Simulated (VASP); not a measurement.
# CoSi (rocksalt type) (Fm-3m) in VASP: further runs

CoSi (rocksalt type) is run at these levels: PBE; tasks: single point.

Program: VASP 6.6.1. These are calculated values, not measurements. Logs are shortened: lines on timing, memory, paths and dates and some standing lists are left out, and cuts for length are marked.

### 1 The cell of the first run

The structure is cubic, space group Fm-3m (No. 225). The conventional cell has a = 3.822 Å, b = 3.822 Å, c = 3.822 Å, α = 90.00°, β = 90.00°, γ = 90.00°. Co (site symmetry m-3m) has 6 Si at 1.91 Å within 2.5 Å. Si (site symmetry m-3m) has 6 Co at 1.91 Å within 2.5 Å.

### 2 Single point, PBE (volume scaled by 0.55)

File INCAR:

```
PREC = Accurate
ENCUT = 520
EDIFF = 1E-6
ISMEAR = -1
SIGMA = 0.1
LREAL = False
LASPH = True
NELM = 100
ALGO = Normal
ISIF = 2
LWAVE = False
LCHARG = False
GGA = PE
NBANDS = 14
```

File KPOINTS:

```
Automatic mesh
0
Gamma
  16 16 16
```

File POSCAR:

```
CoSi
1.0
    0.0000000000      1.9109146235      1.9109146235
    1.9109146235      0.0000000000      1.9109146235
    1.9109146235      1.9109146235      0.0000000000
Co Si
1 1
Direct
    0.0000000000      0.0000000000      0.0000000000
    0.5000000000      0.5000000000      0.5000000000
```

Potentials or basis: VASP PAW PBE potentials, release 64 (Co, Si).

Launch:

```bash
> cat potpaw_PBE.64/Co/POTCAR potpaw_PBE.64/Si/POTCAR > POTCAR
> mpirun -np 1 vasp_std > vasp.out
```

OUTCAR:

```text
PREC = Accurate
   ENCUT = 520
   EDIFF = 1E-6
   ISMEAR = -1
   LREAL = False
   LASPH = True
   NELM = 100
   ISIF = 2
   GGA = PE

 ion  position               nearest neighbor table
   1  0.000  0.000  0.000-   2 1.91   2 1.91   2 1.91   2 1.91   2 1.91   2 1.91
   2  0.500  0.500  0.500-   1 1.91   1 1.91   1 1.91   1 1.91   1 1.91   1 1.91

  LATTYP: Found a face centered cubic cell.
 ALAT       =     3.8218292470

  Lattice vectors:

 A1 = (   0.0000000000,   1.9109146235,   1.9109146235)
 A2 = (   1.9109146235,   0.0000000000,   1.9109146235)
 A3 = (   1.9109146235,   1.9109146235,   0.0000000000)

Analysis of symmetry for initial positions (statically):
=====================================================================
 Subroutine PRICEL returns:
 Original cell was already a primitive cell.

 Routine SETGRP: Setting up the symmetry group for a
 face centered cubic supercell.

 Subroutine GETGRP returns: Found 48 space group operations
 (whereof 48 operations were pure point group operations)
 out of a pool of 48 trial point group operations.

The static configuration has the point symmetry O_h .

Analysis of symmetry for dynamics (positions and initial velocities):
=====================================================================
 Subroutine PRICEL returns:
 Original cell was already a primitive cell.

 Routine SETGRP: Setting up the symmetry group for a
 face centered cubic supercell.

 Subroutine GETGRP returns: Found 48 space group operations
 (whereof 48 operations were pure point group operations)
 out of a pool of 48 trial point group operations.

The dynamic configuration has the point symmetry O_h .

 Subroutine INISYM returns: Found 48 space group operations
 (whereof 48 operations are pure point group operations),
 and found     1 'primitive' translations

----------------------------------------------------------------------------------------

                                     Primitive cell

  volume of cell :      13.9558

  direct lattice vectors                    reciprocal lattice vectors
     0.000000000  1.910914624  1.910914624    -0.261654809  0.261654809  0.261654809
     1.910914624  0.000000000  1.910914624     0.261654809 -0.261654809  0.261654809
     1.910914624  1.910914624  0.000000000     0.261654809  0.261654809 -0.261654809

  length of vectors
     2.702441377  2.702441377  2.702441377     0.453199422  0.453199422  0.453199422

  position of ions in fractional coordinates (direct lattice)
     0.000000000  0.000000000  0.000000000
     0.500000000  0.500000000  0.500000000

  ion indices of the primitive-cell ions
   primitive index   ion index
                 1           1
                 2           2

----------------------------------------------------------------------------------------

 KPOINTS: Automatic mesh

Automatic generation of k-mesh.
 Grid dimensions read from file:
 generate k-points for:   16   16   16

 Generating k-lattice:

  Cartesian coordinates                     Fractional coordinates (reciprocal lattice)
    -0.016353426  0.016353426  0.016353426     0.062500000  0.000000000  0.000000000
     0.016353426 -0.016353426  0.016353426     0.000000000  0.062500000  0.000000000
     0.016353426  0.016353426 -0.016353426     0.000000000  0.000000000  0.062500000

  Length of vectors
     0.028324964  0.028324964  0.028324964

  Shift w.r.t. Gamma in fractional coordinates (k-lattice)
     0.000000000  0.000000000  0.000000000

 Subroutine IBZKPT returns following result:
 ===========================================

 Found    145 irreducible k-points:

 Following reciprocal coordinates:
            Coordinates               Weight
  0.000000  0.000000  0.000000      1.000000
  0.062500  0.000000  0.000000      8.000000
  0.125000  0.000000  0.000000      8.000000
  0.187500  0.000000  0.000000      8.000000
  0.250000  0.000000  0.000000      8.000000
  0.312500  0.000000  0.000000      8.000000
[... 16 lines left out ...]
 -0.125000  0.062500  0.000000     24.000000
 -0.062500  0.062500  0.000000     12.000000
 [... further k-points ...]
   k-points           NKPTS =    145   k-points in BZ     NKDIM =    145   number of bands    NBANDS=     14
   number of dos      NEDOS =    301   number of ions     NIONS =      2
   total plane-waves  NPLWV =   8000
   dimension x,y,z NGX =    20 NGY =   20 NGZ =   20
   dimension x,y,z NGXF=    40 NGYF=   40 NGZF=   40
   ions per type =               1   1
   NGX,Y,Z   is equivalent  to a cutoff of  12.30, 12.30, 12.30 a.u.
   NGXF,Y,Z  is equivalent  to a cutoff of  24.61, 24.61, 24.61 a.u.
 SYSTEM =  unknown system
   PREC   = accura    normal or accurate (medium, high low for compatibility)
   ISTART =      0    job   : 0-new  1-cont  2-samecut
   ICHARG =      2    charge: 1-file 2-atom 10-const
   ISPIN  =      1    spin polarized calculation?
   LNONCOLLINEAR =      F non collinear calculations
   LSORBIT =      F    spin-orbit coupling
   LASPH  =      T    aspherical Exc in radial PAW
   ENCUT  =  520.0 eV  38.22 Ry    6.18 a.u.   5.02  5.02  5.02*2*pi/ulx,y,z
   NELM   =    100;   NELMIN=  2; NELMDL= -5     # of ELM steps
   EDIFF  = 0.1E-05   stopping-criterion for ELM
   LREAL  =      F    real-space projection
   EDIFFG = 0.1E-04   stopping-criterion for IOM
   NSW    =      0    number of steps for IOM
   IBRION =     -1    ionic relax: 0-MD 1-quasi-New 2-CG
   NFREE  =      0    steps in history (QN), initial steepest desc. (CG)
   ISIF   =      2    stress and relaxation
   ISYM   =      2    0-nonsym 1-usesym 2-fastsym
   POTIM  = 0.5000    time-step for ionic-motion
   TEBEG  =    0.0;   TEEND  =   0.0 temperature during run
   PSTRESS=    0.0 pullay stress
   NELECT =      13.0000    total number of electrons
   NUPDOWN=      -1.0000    fix difference up-down
   EMIN   =  10.00;   EMAX   =-10.00  energy-range for DOS
   EFERMI =   0.00;   METHOD = LEGACY
   ISMEAR =    -1;   SIGMA  =   0.10  broadening in eV -4-tet -1-fermi 0-gaus
   EFERMI_NEDOS =   21; number of points for ismear=-14 and -15
   IALGO  =     38    algorithm
   IMIX   =      4    mixing-type and parameters
     AMIX     =   0.40;   BMIX     =  1.00
     AMIX_MAG =   1.60;   BMIX_MAG =  1.00
  volume/ion in A,a.u.               =       6.98        47.09
  Fermi-wavevector in a.u.,A,eV,Ry     =   1.598839  3.021367 34.780374  2.556285
  Thomas-Fermi vector in A             =   2.696226
   LORBIT       =      0    0 simple, 1 ext, 2 COOP (PROOUT), +10 PAW based schemes
   GGA     = PE    functional components
[... 5 lines left out ...]
 non-spin polarized calculation
  energy-cutoff  :      520.00
  volume of cell :       13.96
 maximum number of plane-waves:       388
   NGX =  9   NGY =  9   NGZ =  9

 number of electron      12.9999996 magnetization

 Free energy of the ion-electron system (eV)
  ---------------------------------------------------
  ext. energy  EPLUGINS =         0.00000000
  ---------------------------------------------------
  free energy    TOTEN  =        -4.99227007 eV

  energy without entropy =       -4.97074099  energy(sigma->0) =       -4.98150553

 E-fermi :  21.1218     XC(G=0): -15.2065

 val. band max:       21.1057254391   @ k =  -0.3750   0.4375   0.1875
 cond. band min:      21.1410152719   @ k =  -0.4375   0.5000   0.0625
 fundamental gap:      0.0352898328
 Fermi energy:        21.1217727850

 k-point     1 :       0.0000    0.0000    0.0000
  band No.  band energies     occupation
      1       3.0704      2.00000
      2      15.6321      2.00000
      3      15.6321      2.00000
      4      15.6321      2.00000
      5      16.2407      2.00000
      6      16.2407      2.00000
      7      29.1921      0.00000
      8      29.1921      0.00000
      9      29.1921      0.00000
     10      32.9102      0.00000
     11      35.0111      0.00000
     12      35.0111      0.00000
     13      35.0111      0.00000
     14      42.3051      0.00000

 k-point     2 :       0.0625    0.0000    0.0000
  band No.  band energies     occupation
      1       3.1976      2.00000
      2      15.5169      2.00000
      3      15.6775      2.00000
      4      15.6775      2.00000
      5      16.2100      2.00000
      6      16.2100      2.00000
      7      28.7059      0.00000
      8      29.2751      0.00000
      9      29.2751      0.00000
     10      32.4892      0.00000
     11      35.0391      0.00000
     12      35.0391      0.00000
     13      35.8395      0.00000
     14      41.3561      0.00000

 k-point     3 :       0.1250    0.0000    0.0000
  band No.  band energies     occupation
      1       3.5756      2.00000
      2      15.1860      2.00000
      3      15.7110      2.00000
      4      15.7110      2.00000
      5      16.2307      2.00000
      6      16.2307      2.00000
      7      27.4467      0.00000
      8      29.4872      0.00000
      9      29.4872      0.00000
     10      32.0118      0.00000
     11      35.0722      0.00000
     12      35.0722      0.00000
     13      37.2726      0.00000
     14      39.9107      0.00000
[... 324 lines left out ...]
 k-point    23 :      -0.1250    0.0625    0.0000
  band No.  band energies     occupation
      1       3.8655      2.00000
      2      14.9771      2.00000
      3      15.5977      2.00000
      4      15.7574      2.00000
      5      16.0920      2.00000
      6      16.5002      2.00000
      7      27.0009      0.00000
      8      28.3905      0.00000
      9      30.3830      0.00000
     10      32.0389      0.00000
     11      34.8343      0.00000
     12      35.0379      0.00000
     13      37.9202      0.00000
     14      38.3583      0.00000

 k-point    24 :      -0.0625    0.0625    0.0000
  band No.  band energies     occupation
      1       3.4083      2.00000
      2      15.3448      2.00000
      3      15.6832      2.00000
      4      15.7766      2.00000
      5      16.0604      2.00000
      6      16.2965      2.00000
      7      28.3341      0.00000
      8      28.6256      0.00000
      9      29.7773      0.00000
     10      32.2079      0.00000
     11      35.0355      0.00000
     12      35.0422      0.00000
     13      36.8563      0.00000
     14      39.5691      0.00000

 [... further k-points ...]

------------------------ aborting loop because EDIFF is reached ----------------------------------------

  FORCE on cell =-STRESS in cart. coord.  units (eV):
  Direction    XX          YY          ZZ          XY          YZ          ZX
  --------------------------------------------------------------------------------------
  -------------------------------------------------------------------------------------
  Total       30.1748242     30.1748242     30.1748242      0.0000000      0.0000000      0.0000000
  in kB     3464.1882422   3464.1882422   3464.1882422      0.0000000      0.0000000      0.0000000
  external PRESSURE =    3464.1882422 kB  Pullay stress =       0.0000000 kB

 VOLUME and BASIS-vectors are now :
 -----------------------------------------------------------------------------
  energy-cutoff  :      520.00
  volume of cell :       13.96
      direct lattice vectors                 reciprocal lattice vectors
     0.000000000  1.910914624  1.910914624    -0.261654809  0.261654809  0.261654809
     1.910914624  0.000000000  1.910914624     0.261654809 -0.261654809  0.261654809
     1.910914624  1.910914624  0.000000000     0.261654809  0.261654809 -0.261654809

 POSITION                                       TOTAL-FORCE (eV/Angst)
 -----------------------------------------------------------------------------------
      0.00000      0.00000      0.00000         0.000000      0.000000      0.000000
      1.91091      1.91091      1.91091        -0.000000     -0.000000     -0.000000
 -----------------------------------------------------------------------------------
    total drift:                                0.000000     -0.000000     -0.000000

  FREE ENERGIE OF THE ION-ELECTRON SYSTEM (eV)
  ---------------------------------------------------
  free  energy   TOTEN  =        -4.9922700701 eV

  energy  without entropy=       -4.9707409852  energy(sigma->0) =       -4.98150553
```

Run time: 19 s. Hardware: 1 thread of Intel Xeon Platinum 8259CL at 2.50GHz (Skylake/Cascade Lake), shared host; peak memory 0.15 GiB.

Results:

```yaml
Free_energy: -4.9923 eV
Pressure: 346.4 GPa
```

 Spin polarisation is off, so any magnetic state and its effect on volume and gap are missing.

[end of part 1 of 2]
